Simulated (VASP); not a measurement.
Hf12H (a cell with a defect): single point with LDA

System: Hf12H (a cell with a defect).

```
Hf H
1.0
     6.40000    0.00000    0.00000
    -4.80000    8.31384    0.00000
     0.00000    0.00000    5.06240
Hf H
12 1
Direct
  0.00038 0.00269 0.00579
  0.16532 0.22139 0.50108
  0.99688 0.33069 0.00644
  0.16309 0.54896 0.50732
  0.99157 0.66285 0.99793
  0.15965 0.89361 0.50920
  0.50202 0.00540 0.99345
  0.66882 0.22443 0.49530
  0.50101 0.33379 0.00189
  0.66602 0.55328 0.49526
  0.50641 0.66211 0.99135
  0.67584 0.89334 0.50228
  0.33041 0.77656 0.75700
```

* Program: VASP 6.6.1
* Task: single point
* Functional: LDA
* Potentials or basis: VASP PAW LDA potentials, release 64 (Hf_pv, H)
* Cutoff: 520 eV
* k mesh: 3 × 2 × 3
* Occupations: fermi-dirac, width 0.05 eV
* Spin: no spin polarisation
* Dipole correction: no
* Further INCAR settings: ALGO = Normal; EDIFF = 1e-07; NBANDS = 72

| Property | Result |
| --- | --- |
| Pressure | -6.8 GPa |
| Largest force | 0.057 eV/Å |
| Band gap on the k mesh | zero (an odd number of electrons rules out a gap without spin polarisation) |

Forces in eV/Å, atoms in the order of the input:
```
Hf  -0.005  0.008  0.002
Hf   0.000  0.014 -0.010
Hf   0.019 -0.010  0.012
Hf   0.011  0.023  0.019
Hf   0.006 -0.015  0.004
Hf  -0.001 -0.014  0.017
Hf  -0.010  0.003  0.003
Hf  -0.006 -0.003 -0.010
Hf  -0.014  0.008 -0.004
Hf   0.008 -0.020  0.002
Hf  -0.023  0.004 -0.005
Hf   0.000 -0.011  0.022
H    0.015  0.013 -0.054
```

Stress tensor (GPa, compression positive):
```
-6.78  0.02 -0.08
 0.02 -6.78 -0.05
-0.08 -0.05 -6.79
```

Levels at points of the mesh, in eV from the Fermi level:
| k point | band 56 | band 57 | band 58 | band 59 | band 60 | band 61 | band 62 | band 63 | band 64 | band 65 |
| --- | --- | --- | --- | --- | --- | --- | --- | --- | --- | --- |
| (0.00, 0.00, 0.00) | -0.89 | -0.76 | -0.64 | 0.12 | 0.44 | 0.56 | 0.57 | 0.73 | 0.74 | 0.81 |
| (0.00, 0.50, 0.00) | -0.77 | -0.42 | -0.29 | -0.21 | 0.00 | 0.14 | 0.46 | 0.52 | 0.67 | 0.79 |

Run time: 7.8 min on 1 thread of Intel Xeon 8259CL, with other jobs on the host, peak memory 0.35 GiB.

Caveat: the k points lie up to 0.41 Å⁻¹ apart, too coarse for converged energies and pressures of a metal; spin-orbit coupling is left out, which moves the levels of the heavy elements.
